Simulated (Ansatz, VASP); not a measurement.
Ti in VASP and in Ansatz

Contents of INCAR:

```
PREC     = Accurate       # precision mode
ENCUT    = 600            # plane-wave cutoff, eV
EDIFF    = 1E-6           # SCF threshold, eV
ISMEAR   = -1             # smearing method
SIGMA    = 0.1            # smearing width, eV
LREAL    = F              # projectors in reciprocal space
LASPH    = T              # aspherical terms in the spheres
NELM     = 100            # most SCF steps
ALGO     = Normal         # electronic algorithm
ISIF     = 3              # what is computed and relaxed
LWAVE    = F              # write WAVECAR
LCHARG   = F              # write CHGCAR
GGA      = PS             # functional
IBRION   = 2              # ionic algorithm
NSW      = 100            # ionic steps
EDIFFG   = -0.002         # ionic threshold
```

File KPOINTS:

```
regular mesh
0
Gamma
  14 14 8
```

File POSCAR:

```
Ti
1.0
    2.9500000000      0.0000000000      0.0000000000
   -1.4750000000      2.5547749412      0.0000000000
    0.0000000000      0.0000000000      4.6800000000
Ti
2
Direct
    0.3333333333      0.6666666667      0.2500000000
    0.6666666667      0.3333333333      0.7500000000
```

Input for Ansatz:

```yaml
crystal:
  lattice:
    - [2.95000000002, 0.0, 0.0]
    - [-1.47500000001, 2.55477494118, 0.0]
    - [0.0, 0.0, 4.68]
  atoms:
    - { symbol: Ti, position: [0.333333333333, 0.666666666667, 0.25] }
    - { symbol: Ti, position: [0.666666666667, 0.333333333333, 0.75] }
kpoints:
  mp_grid: { grid: [14, 14, 8] }
scf:
  occupations: { method: fermi_dirac, width: 0.1 }
  mixing: { algorithm: broyden, beta: 0.05 }
hamiltonian:
  xc: pbesol
  pseudopotentials: { kind: paw }
relax:
  f_tol: 0.002
  max_steps: 80
  cell: {}
output:
  forces: true
  stress: true
```

Alike in both runs: task relaxation of cell and atoms; functional PBEsol; k mesh 14 × 14 × 8; occupations fermi-dirac, width 0.1 eV; no spin polarisation.

|  | VASP | Ansatz |
| --- | --- | --- |
| version | VASP 6.6.1 | Ansatz 0.2.0 |
| potentials or method | VASP PAW PBE potentials, release 64 (Ti_sv) | PAW with Ansatz's default frozen-core files, scalar-relativistic |
| plane-wave cutoff (eV) | 600 | 420 |
| valence electrons in the cell | 24 | 24 |

|  | VASP | Ansatz | Ansatz less VASP |
| --- | --- | --- | --- |
| relaxed volume (Å³/atom) | 16.70 | 16.74 | +0.045 |
| relaxed cell length with the largest relative difference (Å) | 4.590 | 4.594 | +0.0042 |

VASP's potentials were made for PBE, not for PBEsol.
